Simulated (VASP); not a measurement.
Wanted: the native input for a VASP 6.6.1 run.

| Property | Result |
| --- | --- |
| Task | single point |
| Functional | PBE |
| Potentials or basis | VASP PAW PBE potentials, release 64 (Si, Bi_d) |
| Cutoff | 520 eV |
| k mesh | 12 × 12 × 14 |
| Occupations | gaussian, width 0.1 eV |
| Spin | no spin polarisation |
| Dipole correction | no |
| Further INCAR settings | ALGO = Fast; EDIFF = 1e-06; NBANDS = 24 |

The structure of SiBi2 lies in POSCAR:

```
SiBi2
1.0
    5.5380219572      0.0000000000      0.0000000000
   -2.7690109786      4.7960677016      0.0000000000
    0.0000000000      0.0000000000      3.1832202476
Si Bi
1 2
Direct
    0.0000000000      0.0000000000      0.0000000000
    0.3333333333      0.6666666667      0.5000000000
    0.6666666667      0.3333333333      0.5000000000
```

The input as run:

INCAR

```
SYSTEM = SiBi2
PREC = Accurate ; ENCUT = 520
EDIFF = 1E-6 ; ISMEAR = 0
SIGMA = 0.1 ; LREAL = .FALSE.
LASPH = .TRUE. ; NELM = 60
ALGO = Fast ; ISIF = 2
LWAVE = .FALSE. ; LCHARG = .FALSE.
GGA = PE ; NBANDS = 24
```

KPOINTS

```
regular mesh
0
G
  12 12 14
  0 0 0
```

Potentials or basis: VASP PAW PBE potentials, release 64 (Si, Bi_d).

The run is started by

```console
$ cat potpaw_PBE.64/Si/POTCAR potpaw_PBE.64/Bi_d/POTCAR > POTCAR
$ mpirun -np 1 vasp_std > vasp.out
```

It gave:

```yaml
Pressure: 0.0 GPa
Band_gap_on_the_k_mesh: zero (band 17 reaches 9.82 eV, above the bottom of band 18 at 5.64 eV)
```

Caveat: spin-orbit coupling is left out, which moves the levels of the heavy elements.

Wall time 3.8 min on 1 thread of Intel(R) Xeon(R) Platinum 8488C (Sapphire Rapids), with other jobs on the host, peak memory 0.39 GiB.
